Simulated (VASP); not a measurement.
# CoO (P6_3mc) in VASP: a series of runs

The runs below take CoO through single point, with PBEsol.

Everything below comes from runs of VASP 6.6.1. Logs are shortened: lines on timing, memory, paths and dates and some standing lists are left out, and cuts for length are marked.

### Step 1. The cell of the first run

It takes space group P6_3mc (No. 186, hexagonal). Conventional cell: a = 3.416 Å, b = 3.416 Å, c = 5.471 Å, α = 90.00°, β = 90.00°, γ = 120.00°. Co (site symmetry 3m) has 4 O at 2.08 to 2.09 Å within 2.7 Å. Within 2.7 Å of O (site symmetry 3m) lie 4 Co at 2.08 to 2.09 Å.

### Step 2. Single point, PBEsol, collinear spin, ferromagnetic start (Zn replaced by Co, lengths x 1.013, strained)

Contents of INCAR:

```
SYSTEM = CoO
  PREC = Accurate
  ENCUT = 520
  EDIFF = 1E-6
  ISMEAR = 0
  SIGMA = 0.1
  LREAL = .False.
  LASPH = .True.
  NELM = 150
  ALGO = Normal
  ISIF = 2
  LWAVE = .False.
  LCHARG = .False.
  ISPIN = 2
  MAGMOM = 3 3 0 0
  LORBIT = 11
  LMAXMIX = 4
  GGA = PS
  NBANDS = 27
```

Contents of KPOINTS:

```
Automatic mesh
0
Gamma
  6 6 4
  0 0 0
```

Contents of POSCAR:

```
CoO
1.0
    3.4161313181      0.0000000000      0.0000000000
   -1.7080656590      2.9584565041      0.0000000000
    0.0000000000      0.0000000000      5.4708164998
Co O
2 2
Direct
    0.3333333333      0.6666666667      0.0000000000
    0.6666666667      0.3333333333      0.5000000000
    0.3333333333      0.6666666667      0.3821000000
    0.6666666667      0.3333333333      0.8821000000
```

Potentials or basis: VASP PAW PBE potentials, release 64 (Co, O).

The run is started by

```console
> cat potpaw_PBE.64/Co/POTCAR potpaw_PBE.64/O/POTCAR > POTCAR
> mpirun -np 1 vasp_std > vasp.out
```

OUTCAR:

```text
SYSTEM = CoO
   PREC = Accurate
   ENCUT = 520
   EDIFF = 1E-6
   ISMEAR = 0
   LREAL = .False.
   LASPH = .True.
   NELM = 150
   ISIF = 2
   ISPIN = 2
   LORBIT = 11
   GGA = PS

 ion  position               nearest neighbor table
   1  0.333  0.667  0.000-   4 2.08   4 2.08   4 2.08   3 2.09
   2  0.667  0.333  0.500-   3 2.08   3 2.08   3 2.08   4 2.09
   3  0.333  0.667  0.382-   2 2.08   2 2.08   2 2.08   1 2.09
   4  0.667  0.333  0.882-   1 2.08   1 2.08   1 2.08   2 2.09

  LATTYP: Found a hexagonal cell.
 ALAT       =     3.4161313181
 C/A-ratio  =     1.6014655148

  Lattice vectors:

 A1 = (   3.4161313181,   0.0000000000,   0.0000000000)
 A2 = (  -1.7080656590,   2.9584565041,   0.0000000000)
 A3 = (   0.0000000000,   0.0000000000,   5.4708164998)

Analysis of symmetry for initial positions (statically):
=====================================================================
 Subroutine PRICEL returns:
 Original cell was already a primitive cell.

 Routine SETGRP: Setting up the symmetry group for a
 hexagonal supercell.

 Subroutine GETGRP returns: Found 12 space group operations
 (whereof  6 operations were pure point group operations)
 out of a pool of 24 trial point group operations.

The static configuration has the point symmetry C_3v.
 The point group associated with its full space group is C_6v.

Analysis of symmetry for dynamics (positions and initial velocities):
=====================================================================
 Subroutine PRICEL returns:
 Original cell was already a primitive cell.

 Routine SETGRP: Setting up the symmetry group for a
 hexagonal supercell.

 Subroutine GETGRP returns: Found 12 space group operations
 (whereof  6 operations were pure point group operations)
 out of a pool of 24 trial point group operations.

The dynamic configuration has the point symmetry C_3v.
 The point group associated with its full space group is C_6v.

Analysis of structural, dynamic, and magnetic symmetry:
=====================================================================
 Subroutine PRICEL returns:
 Original cell was already a primitive cell.

 Routine SETGRP: Setting up the symmetry group for a
 hexagonal supercell.

 Subroutine GETGRP returns: Found 12 space group operations
 (whereof  6 operations were pure point group operations)
 out of a pool of 24 trial point group operations.

The overall configuration has the point symmetry C_3v.
 The point group associated with its full space group is C_6v.

[... 125 lines left out ...]
   AEXX    =    0.0000 exact exchange contribution
   IVDW    =     0    specifies the selected vdW correction
   LEPSILON=     F    determine dielectric tensor
   LRPA    =     F    only Hartree local field effects (RPA)
 spin polarized calculation
 Gauss-broadening in eV      SIGMA  =   0.10
  energy-cutoff  :      520.00
  volume of cell :       55.29
 maximum number of plane-waves:      1508
 NGX is ok and might be reduce to    28
   NGX = 13   NGY = 13   NGZ = 21

 number of electron      30.0000011 magnetization       6.0132192

 Free energy of the ion-electron system (eV)
  ---------------------------------------------------
  ext. energy  EPLUGINS =         0.00000000
  ---------------------------------------------------
  free energy    TOTEN  =       -27.40562381 eV

  energy without entropy =      -27.40165423  energy(sigma->0) =      -27.40363902

 E-fermi :   3.9657     XC(G=0): -10.4357

 val. band max:        3.8763884458   @ k =   0.3333   0.3333   0.5000
 cond. band min:       4.0504789707   @ k =   0.3333   0.3333   0.0000
 fundamental gap:      0.1740905249
 Fermi energy:         3.9657327110

 spin component 1

 k-point     1 :       0.0000    0.0000    0.0000
  band No.  band energies     occupation
      1     -14.7457      1.00000
      2     -14.2938      1.00000
      3      -1.8472      1.00000
      4      -1.2965      1.00000
      5      -1.2965      1.00000
      6      -1.1421      1.00000
[... 619 lines left out ...]
     26      17.8601      0.00000
     27      18.5479      0.00000
 Fermi energy:         3.9657327110

 spin component 2

 k-point     1 :       0.0000    0.0000    0.0000
  band No.  band energies     occupation
      1     -14.1862      1.00000
      2     -13.7100      1.00000
      3      -1.3102      1.00000
      4       0.0581      1.00000
      5       0.0581      1.00000
      6       0.1186      1.00000
[... 619 lines left out ...]
     26      18.2228      0.00000
     27      19.4434      0.00000

------------------------ aborting loop because EDIFF is reached ----------------------------------------

  FORCE on cell =-STRESS in cart. coord.  units (eV):
  Direction    XX          YY          ZZ          XY          YZ          ZX
  --------------------------------------------------------------------------------------
  -------------------------------------------------------------------------------------
  Total       -7.5098083     -7.5098083     -7.3483475     -0.0000000      0.0000000      0.0000000
  in kB     -217.6143557   -217.6143557   -212.9356492     -0.0000000      0.0000000      0.0000000
  external PRESSURE =    -216.0547868 kB  Pullay stress =       0.0000000 kB

 VOLUME and BASIS-vectors are now :
 -----------------------------------------------------------------------------
  energy-cutoff  :      520.00
  volume of cell :       55.29
      direct lattice vectors                 reciprocal lattice vectors
     3.416131318  0.000000000  0.000000000     0.292728794  0.169007048  0.000000000
    -1.708065659  2.958456504  0.000000000     0.000000000  0.338014096  0.000000000
     0.000000000  0.000000000  5.470816500     0.000000000  0.000000000  0.182788072

 POSITION                                       TOTAL-FORCE (eV/Angst)
 -----------------------------------------------------------------------------------
     -0.00000      1.97230      0.00000        -0.000000      0.000000      0.108858
      1.70807      0.98615      2.73541         0.000000     -0.000000      0.108858
     -0.00000      1.97230      2.09040         0.000000     -0.000000     -0.108858
      1.70807      0.98615      4.82581        -0.000000     -0.000000     -0.108858
 -----------------------------------------------------------------------------------
    total drift:                               -0.000000      0.000000      0.000860

  FREE ENERGIE OF THE ION-ELECTRON SYSTEM (eV)
  ---------------------------------------------------
  free  energy   TOTEN  =       -27.4056238122 eV

  energy  without entropy=      -27.4016542322  energy(sigma->0) =      -27.40363902

 total charge

# of ion       s       p       d       tot
------------------------------------------
    1        0.299   0.313   7.092   7.704
    2        0.299   0.313   7.092   7.704
    3        1.546   3.346   0.000   4.892
    4        1.546   3.346   0.000   4.892
--------------------------------------------------
tot          3.689   7.318  14.185  25.192

 magnetization (x)

# of ion       s       p       d       tot
------------------------------------------
    1        0.018   0.042   2.510   2.570
    2        0.018   0.042   2.510   2.570
    3        0.019   0.288   0.000   0.308
    4        0.019   0.288   0.000   0.308
--------------------------------------------------
tot          0.074   0.661   5.021   5.755
```

OSZICAR:

```text
N       E                     dE             d eps       ncg     rms          rms(c)
DAV:   1     0.245386091506E+03    0.24539E+03   -0.13536E+04  2268   0.124E+03
DAV:   2    -0.339032416483E+01   -0.24878E+03   -0.22238E+03  2352   0.296E+02
DAV:   3    -0.332260552704E+02   -0.29836E+02   -0.28669E+02  2599   0.116E+02
DAV:   4    -0.339284370796E+02   -0.70238E+00   -0.69957E+00  2516   0.187E+01
DAV:   5    -0.339424188971E+02   -0.13982E-01   -0.13981E-01  2924   0.252E+00    0.218E+01
DAV:   6    -0.365165025272E+02   -0.25741E+01   -0.67478E+01  2962   0.104E+02    0.467E+01
DAV:   7    -0.272276073245E+02    0.92889E+01   -0.29739E+01  2634   0.843E+01    0.970E+00
DAV:   8    -0.274937041556E+02   -0.26610E+00   -0.30521E+00  2501   0.123E+01    0.511E+00
DAV:   9    -0.273933917117E+02    0.10031E+00   -0.87749E-01  3378   0.103E+01    0.223E+00
DAV:  10    -0.274162603414E+02   -0.22869E-01   -0.22414E-01  2725   0.425E+00    0.127E+00
DAV:  11    -0.274057711198E+02    0.10489E-01   -0.32992E-02  3259   0.178E+00    0.573E-01
DAV:  12    -0.274059110403E+02   -0.13992E-03   -0.60319E-03  2984   0.803E-01    0.216E-01
DAV:  13    -0.274054701349E+02    0.44091E-03   -0.12215E-03  2966   0.380E-01    0.102E-01
DAV:  14    -0.274055998479E+02   -0.12971E-03   -0.83674E-04  2799   0.250E-01    0.775E-02
DAV:  15    -0.274056226517E+02   -0.22804E-04   -0.10974E-04  2719   0.146E-01    0.413E-02
DAV:  16    -0.274056182841E+02    0.43676E-05   -0.30793E-05  3130   0.527E-02    0.225E-02
DAV:  17    -0.274056233477E+02   -0.50635E-05   -0.17648E-05  3024   0.346E-02    0.108E-02
DAV:  18    -0.274056238122E+02   -0.46451E-06   -0.29580E-06  1622   0.182E-02
   1 F= -.27405624E+02 E0= -.27403639E+02  d E =-.396958E-02  mag=     6.0140
```

stdout:

```text
POSCAR found type information on POSCAR CoO
 POSCAR found :  2 types and       4 ions
 scaLAPACK will be used
 -----------------------------------------------------------------------------
|                                                                             |
|                                                                             |
|     You enforced a specific xc type in the INCAR file but a different       |
|     I HOPE YOU KNOW WHAT YOU ARE DOING!                                     |
|                                                                             |
 -----------------------------------------------------------------------------

 LDA part: xc-table for (Slater+PW92), standard interpolation
 POSCAR, INCAR and KPOINTS ok, starting setup
 FFT: planning ... GRIDC
 FFT: planning ... GRID_SOFT
 FFT: planning ... GRID
 WAVECAR not read
 entering main loop
```

It took 45 s on 1 thread of Intel Xeon 6975P-C (Granite Rapids), shared host; peak memory 0.22 GiB.

Results:

| Item | Value |
| --- | --- |
| Free energy | -27.4056 eV |
| Pressure | -21.6 GPa |
| Largest force | 0.109 eV/Å |
| Band gap on the k mesh | zero (filled and empty bands overlap) |
| Net moment | 6.01 μB per cell |
| Site moments | Co +2.57; O +0.31 μB |
| Valence electrons inside the program's atomic spheres | Co 7.70; O 4.89 |

Forces in eV/Å, atoms in the order of the input:
```
Co   0.000  0.000  0.109
Co   0.000  0.000  0.109
O    0.000  0.000 -0.109
O    0.000  0.000 -0.109
```

Levels at points of the mesh, in eV from the Fermi level:
Spin up:
```tsv
k point	band 14	band 15	band 16	band 17	band 18	band 19	band 20	band 21	band 22	band 23
(0.00, 0.00, 0.00)	-0.82	-0.82	-0.43	-0.25	-0.24	-0.24	4.44	6.30	11.93	11.93
(0.50, 0.00, 0.00)	-2.05	-1.98	-1.73	-0.95	-0.82	4.67	5.35	6.59	7.82	9.06
(0.00, 0.00, 0.50)	-1.62	-0.55	-0.55	-0.55	-0.55	2.10	2.10	8.99	8.99	12.12
(0.50, 0.00, 0.50)	-2.06	-1.36	-1.36	-1.24	-1.24	4.75	4.75	6.83	6.83	10.45
```
Spin down:
```
           k point  band 8  band 9  band 10  band 11  band 12  band 13  band 14  band 15  band 16  band 17
(0.00, 0.00, 0.00)   -3.73   -0.62    -0.62    -0.14    -0.14     0.36     0.42     1.51     1.51     1.95
(0.50, 0.00, 0.00)   -3.66   -0.48    -0.44    -0.32    -0.14     0.19     0.23     0.68     0.78     1.30
(0.00, 0.00, 0.50)   -3.89   -0.35    -0.35    -0.35    -0.35     1.07     1.07     1.84     1.84     1.84
(0.50, 0.00, 0.50)   -3.70   -0.23    -0.23    -0.13    -0.13     0.13     0.13     1.13     1.13     1.17
```

Caveat: the cell differs from its parent crystal (Zn replaced by Co, lengths x 1.013, strained); the PAW data sets were made with another functional, which shifts forces and pressure a little; semilocal functionals often make such compounds metallic where correlation or magnetic order opens a gap, which also shifts bond lengths.

### Step 3. Single point, PBEsol, collinear spin, ferromagnetic start (Zn replaced by Co, lengths x 1.013, strained)

Contents of INCAR:

```
ALGO = Normal ; EDIFF = 1E-7
ENCUT = 520 ; GGA = PS
ISIF = 2 ; ISMEAR = 0
ISPIN = 2 ; LASPH = T
LCHARG = F ; LMAXMIX = 4
LORBIT = 11 ; LREAL = F
LWAVE = F ; MAGMOM = 2.69 2.69 0.35 0.35
NBANDS = 27 ; NELM = 150
PREC = Accurate ; SIGMA = 0.1
```

Contents of KPOINTS:

```
k-points
0
Gamma
  15 15 8
```

POSCAR is that of step 2.

Potentials or basis: VASP PAW PBE potentials, release 64 (Co, O).

The run is started by

```console
> cat potpaw_PBE.64/Co/POTCAR potpaw_PBE.64/O/POTCAR > POTCAR
> mpirun -np 1 vasp_std > vasp.out
```

OUTCAR:

```text
EDIFF = 1E-7
   ENCUT = 520
   GGA = PS
   ISIF = 2
   ISMEAR = 0
   ISPIN = 2
   LASPH = T
   LORBIT = 11
   LREAL = F
   NELM = 150
   PREC = Accurate

 ion  position               nearest neighbor table
   1  0.333  0.667  0.000-   4 2.08   4 2.08   4 2.08   3 2.09
   2  0.667  0.333  0.500-   3 2.08   3 2.08   3 2.08   4 2.09
   3  0.333  0.667  0.382-   2 2.08   2 2.08   2 2.08   1 2.09
   4  0.667  0.333  0.882-   1 2.08   1 2.08   1 2.08   2 2.09

  LATTYP: Found a hexagonal cell.
 ALAT       =     3.4161313181
 C/A-ratio  =     1.6014655148

  Lattice vectors:

 A1 = (   3.4161313181,   0.0000000000,   0.0000000000)
 A2 = (  -1.7080656590,   2.9584565041,   0.0000000000)
 A3 = (   0.0000000000,   0.0000000000,   5.4708164998)

Analysis of symmetry for initial positions (statically):
=====================================================================
 Subroutine PRICEL returns:
 Original cell was already a primitive cell.

[... 929 lines left out ...]
      4       0.0555      1.00000
      5       0.0555      1.00000
      6       0.1166      1.00000
[... 709 lines left out ...]
     26      16.3293      0.00000
     27      18.6081      0.00000

 [... further k-points ...]
[... 5 lines left out ...]
  --------------------------------------------------------------------------------------
  -------------------------------------------------------------------------------------
  Total       -7.5320657     -7.5320657     -7.3418120     -0.0000000      0.0000000      0.0000000
  in kB     -218.2593153   -218.2593153   -212.7462680     -0.0000000      0.0000000      0.0000000
  external PRESSURE =    -216.4216329 kB  Pullay stress =       0.0000000 kB

 VOLUME and BASIS-vectors are now :
 -----------------------------------------------------------------------------
  energy-cutoff  :      520.00
  volume of cell :       55.29
      direct lattice vectors                 reciprocal lattice vectors
     3.416131318  0.000000000  0.000000000     0.292728794  0.169007048  0.000000000
    -1.708065659  2.958456504  0.000000000     0.000000000  0.338014096  0.000000000
     0.000000000  0.000000000  5.470816500     0.000000000  0.000000000  0.182788072

 POSITION                                       TOTAL-FORCE (eV/Angst)
 -----------------------------------------------------------------------------------
     -0.00000      1.97230      0.00000         0.000000      0.000000      0.111342
      1.70807      0.98615      2.73541         0.000000     -0.000000      0.111342
     -0.00000      1.97230      2.09040         0.000000     -0.000000     -0.111342
      1.70807      0.98615      4.82581        -0.000000     -0.000000     -0.111342
 -----------------------------------------------------------------------------------
    total drift:                               -0.000000      0.000000      0.000368

  FREE ENERGIE OF THE ION-ELECTRON SYSTEM (eV)
  ---------------------------------------------------
  free  energy   TOTEN  =       -27.4078579894 eV

  energy  without entropy=      -27.4039501714  energy(sigma->0) =      -27.40590408

 total charge

# of ion       s       p       d       tot
------------------------------------------
    1        0.298   0.313   7.094   7.704
    2        0.298   0.313   7.094   7.704
    3        1.546   3.346   0.000   4.892
    4        1.546   3.346   0.000   4.892
--------------------------------------------------
tot          3.688   7.318  14.187  25.193

 magnetization (x)

# of ion       s       p       d       tot
------------------------------------------
    1        0.017   0.042   2.508   2.567
    2        0.017   0.042   2.508   2.567
    3        0.019   0.288   0.000   0.307
    4        0.019   0.288   0.000   0.307
--------------------------------------------------
tot          0.072   0.660   5.015   5.747
```

OSZICAR:

```text
N       E                     dE             d eps       ncg     rms          rms(c)
DAV:   1     0.245921006452E+03    0.24592E+03   -0.13644E+04 14580   0.125E+03
DAV:   2    -0.325772759884E+01   -0.24918E+03   -0.22259E+03 14996   0.297E+02
DAV:   3    -0.329613191903E+02   -0.29704E+02   -0.28457E+02 16449   0.116E+02
[... 11 lines left out ...]
DAV:  15    -0.274078529076E+02   -0.17381E-04   -0.13759E-04 17748   0.168E-01    0.318E-02
DAV:  16    -0.274078564100E+02   -0.35024E-05   -0.53016E-05 20201   0.512E-02    0.155E-02
DAV:  17    -0.274078577220E+02   -0.13120E-05   -0.59343E-06 18805   0.243E-02    0.104E-02
DAV:  18    -0.274078579742E+02   -0.25219E-06   -0.25545E-06 17451   0.156E-02    0.474E-03
DAV:  19    -0.274078579894E+02   -0.15227E-07   -0.54307E-07 14352   0.105E-02
   1 F= -.27407858E+02 E0= -.27405904E+02  d E =-.390782E-02  mag=     6.0014
```

Wall time 3.8 min (1 thread of Intel Xeon 6975P-C (Granite Rapids), shared host); peak memory 0.41 GiB.

Results:

```yaml
Free_energy: -27.4079 eV
Pressure: -21.6 GPa
Largest_force: 0.111 eV/Å
Band_gap_on_the_k_mesh: zero (filled and empty bands overlap)
Net_moment: 6.00 μB per cell
Site_moments: Co +2.57; O +0.31 μB
Valence_electrons_inside_the_program's_atomic_spheres: Co 7.70; O 4.89
```

Forces on the atoms (eV/Å):
```
Co   0.000  0.000  0.111
Co   0.000  0.000  0.111
O    0.000  0.000 -0.111
O    0.000  0.000 -0.111
```

Caveat: the cell differs from its parent crystal (Zn replaced by Co, lengths x 1.013, strained); the PAW data sets were made with another functional, which shifts forces and pressure a little; semilocal functionals often make such compounds metallic where correlation or magnetic order opens a gap, which also shifts bond lengths.
